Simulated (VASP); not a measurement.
Here is a VASP 6.6.1 calculation.

INCAR

```
  PREC = Accurate
  ENCUT = 600
  EDIFF = 1E-7
  ISMEAR = -1
  SIGMA = 0.15
  LREAL = False
  LASPH = True
  NELM = 80
  ALGO = Normal
  ISIF = 3
  LWAVE = False
  LCHARG = False
  GGA = CA
  IBRION = 2
  NSW = 80
  EDIFFG = -0.001
```

The input KPOINTS:

```
regular mesh
0
Gamma
  16 16 16
```

The input POSCAR:

```
W
1.0
   -1.5674691639      1.5674691639      1.5674691639
    1.5674691639     -1.5674691639      1.5674691639
    1.5674691639      1.5674691639     -1.5674691639
W
1
Direct
    0.0000000000      0.0000000000      0.0000000000
```

Potentials or basis: VASP PAW LDA potentials, release 64 (W_sv).

Launch:

```sh
$ cat potpaw_LDA.64/W_sv/POTCAR > POTCAR
$ mpirun -np 1 vasp_std > vasp.out
```

**Question.** Estimate the band gap on the k mesh.

**Answer.** Zero (band 7 reaches 16.96 eV, above the bottom of band 8 at 10.35 eV).

**Question.** What does it give for the relaxed cell?

**Answer.** a = 2.721 Å, b = 2.721 Å, c = 2.721 Å, α = 109.47°, β = 109.47°, γ = 109.47°.

**Question.** Estimate the relaxed volume.

**Answer.** 15.50 Å³/atom.

Step by step:
| step | energy change (eV) | largest force (eV/Å) | pressure (GPa) | volume (Å³) |
| --- | --- | --- | --- | --- |
| 1 | 0.0000 | 0.0000 | 2.09 | 15.40 |
| 2 | 0.0077 | 0.0000 | -7.29 | 15.86 |
| 3 | -0.0006 | 0.0000 | -0.06 | 15.50 |
| 4 | -0.0006 | 0.0000 | 0.03 | 15.50 |
| 5 | -0.0006 | 0.0000 | 0.04 | 15.50 |
| 6 | -0.0006 | 0.0000 | 0.05 | 15.50 |
| 7 | -0.0006 | 0.0000 | 0.03 | 15.50 |
| 8 | -0.0006 | 0.0000 | 0.03 | 15.50 |
| 9 | -0.0006 | 0.0000 | 0.03 | 15.50 |
| 10 | -0.0006 | 0.0000 | 0.03 | 15.50 |
| 11 | -0.0006 | 0.0000 | 0.03 | 15.50 |
| 12 | -0.0006 | 0.0000 | 0.03 | 15.50 |
| 13 | -0.0006 | 0.0000 | 0.03 | 15.50 |
| 14 | -0.0006 | 0.0000 | 0.04 | 15.50 |
| 15 | -0.0006 | 0.0000 | 0.04 | 15.50 |
| 16 | -0.0006 | 0.0000 | 0.01 | 15.50 |

Caveat: spin-orbit coupling is left out, which moves the levels of the heavy elements.
